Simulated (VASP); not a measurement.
# C: relaxation of cell and atoms with PBE

The system is C.

```xyz
4
Lattice="2.7545 0.0000 0.0000 0.0000 2.1272 0.0000 -1.1383 0.0000 2.7688" Properties=species:S:1:pos:R:3 pbc="T T T"
C     1.9494    0.3394    0.4464
C     0.2360    1.4030    0.9380
C    -0.3332    1.7878    2.3224
C     1.3802    0.7242    1.8308
```

```yaml
Program: VASP 6.6.1
Task: relaxation of cell and atoms
Functional: PBE
Potentials_or_basis: VASP PAW PBE potentials, release 64 (C)
Cutoff: 600 eV
k_mesh: 6 × 8 × 6
Occupations: gaussian, width 0.1 eV
Spin: no spin polarisation
Dipole_correction: no
Further_INCAR_settings: ALGO = Normal; EDIFF = 1e-06; IBRION = 2; EDIFFG = -0.04; NSW = 90; ISIF = 3
```

| Property | Result |
| --- | --- |
| Relaxed volume | 7.38 Å³/atom |
| Relaxed cell | a = 3.824 Å, b = 2.472 Å, c = 3.303 Å, α = 90.00°, β = 109.12°, γ = 90.00° |
| Space group after relaxing (to 0.05 Å) | P2_1/m (No. 11) |
| Energy gained by relaxing | 2090.5 meV/atom |
| Ionic steps | 30 |
| Pressure after relaxing | 0.0 GPa |
| Largest force after relaxing | 0.010 eV/Å |
| Band gap on the k mesh | zero (band 8 reaches 6.77 eV, above the bottom of band 9 at 6.24 eV) |

Forces in eV/Å, atoms in the order of the input:
```
C   -0.005 -0.007  0.006
C    0.005 -0.007 -0.006
C    0.005  0.007 -0.006
C   -0.005  0.007  0.006
```

Stress tensor (GPa, compression positive):
```
 0.07  0.00  0.29
 0.00  0.18  0.00
 0.29  0.00 -0.27
```

Step by step:
| step | energy change (eV) | largest force (eV/Å) | pressure (GPa) | volume (Å³) |
| --- | --- | --- | --- | --- |
| 1 | 0.0000 | 4.4778 | 218.37 | 16.22 |
| 2 | -4.6523 | 1.9428 | -56.42 | 32.37 |
| 3 | -6.4845 | 2.7261 | -19.03 | 24.91 |
| 4 | -6.4880 | 2.7553 | -16.13 | 24.60 |
| 5 | -7.2150 | 1.8592 | 24.54 | 24.17 |
| 6 | -7.3090 | 0.8927 | 11.90 | 24.27 |
| 7 | -7.8015 | 1.1264 | 20.79 | 25.42 |
| 8 | -7.8130 | 1.6152 | 30.49 | 26.11 |
| 9 | -8.0775 | 0.5877 | 9.63 | 27.98 |
| 10 | -8.1104 | 0.6114 | 0.64 | 28.91 |
| 11 | -8.2292 | 0.1604 | -1.59 | 29.13 |
| 12 | -8.2615 | 0.3382 | -2.60 | 29.30 |
| 13 | -8.2619 | 0.3831 | -2.69 | 29.32 |
| 14 | -8.2860 | 0.3124 | -2.02 | 29.18 |
| 15 | -8.3064 | 0.1867 | 1.35 | 28.76 |
| 16 | -8.3107 | 0.1260 | 0.01 | 28.90 |
| 17 | -8.3110 | 0.1242 | 0.24 | 28.88 |
| 18 | -8.3205 | 0.1248 | 1.09 | 28.86 |
| 19 | -8.3233 | 0.1487 | 1.89 | 28.83 |
| 20 | -8.3320 | 0.0999 | 1.61 | 29.00 |
| 21 | -8.3464 | 0.2350 | 0.90 | 29.50 |
| 22 | -8.3474 | 0.3191 | 0.63 | 29.68 |
| 23 | -8.3529 | 0.1018 | -1.80 | 29.89 |
| 24 | -8.3532 | 0.0656 | -2.46 | 29.95 |
| 25 | -8.3560 | 0.0276 | -1.33 | 29.83 |
| 26 | -8.3573 | 0.0942 | 0.08 | 29.69 |
| 27 | -8.3596 | 0.0090 | 0.27 | 29.59 |
| 28 | -8.3603 | 0.0709 | 0.45 | 29.51 |
| 29 | -8.3615 | 0.0406 | 0.24 | 29.51 |
| 30 | -8.3619 | 0.0104 | -0.01 | 29.51 |

Final structure:
```yaml
crystal:
  lattice:
    - [3.80745, 0.00000, 0.35973]
    - [0.00000, 2.47246, 0.00000]
    - [-1.37074, 0.00000, 3.00503]
  atoms:
    - { symbol: C, position: [0.88027, 0.25094, 0.20436] }
    - { symbol: C, position: [0.11973, 0.75094, 0.29564] }
    - { symbol: C, position: [0.11973, 0.74906, 0.79564] }
    - { symbol: C, position: [0.88027, 0.24906, 0.70436] }
```

Levels at points of the mesh, in eV from the Fermi level:
```
           k point  band 4  band 5  band 6  band 7  band 8  band 9  band 10  band 11  band 12
(0.00, 0.00, 0.00)   -9.34   -6.52   -4.69   -2.79   -0.62   -0.37     3.50     5.82     8.33
(0.50, 0.00, 0.00)  -10.12   -6.43   -2.40   -0.75   -0.41    0.69     3.38     4.11     7.53
(0.00, 0.50, 0.00)   -7.42   -6.77   -6.77   -5.62   -5.62    2.81     2.81     4.87     4.87
(0.50, 0.50, 0.00)   -7.47   -6.92   -6.92   -6.84   -6.84    3.25     3.25     9.59     9.59
(0.00, 0.00, 0.50)   -7.72   -4.04   -4.04   -1.10   -1.10    2.27     2.27     3.81     3.81
(0.50, 0.00, 0.50)   -8.40   -4.02   -4.02   -0.29   -0.29    2.61     2.61     3.85     3.85
(0.00, 0.50, 0.50)  -14.29   -3.87   -3.87   -3.86   -3.86    5.60     5.60     5.61     5.61
(0.50, 0.50, 0.50)  -14.22   -4.25   -4.25   -4.24   -4.24    5.78     5.78     5.79     5.79
```

Wall time 96 s on 1 thread of Intel(R) Xeon(R) 6975P-C (Granite Rapids), with other jobs on the host, peak memory 0.13 GiB.

Caveat: the k points lie up to 0.34 Å⁻¹ apart in the final cell; the volume moved by over 15 % at a fixed basis, so the end points are rough.
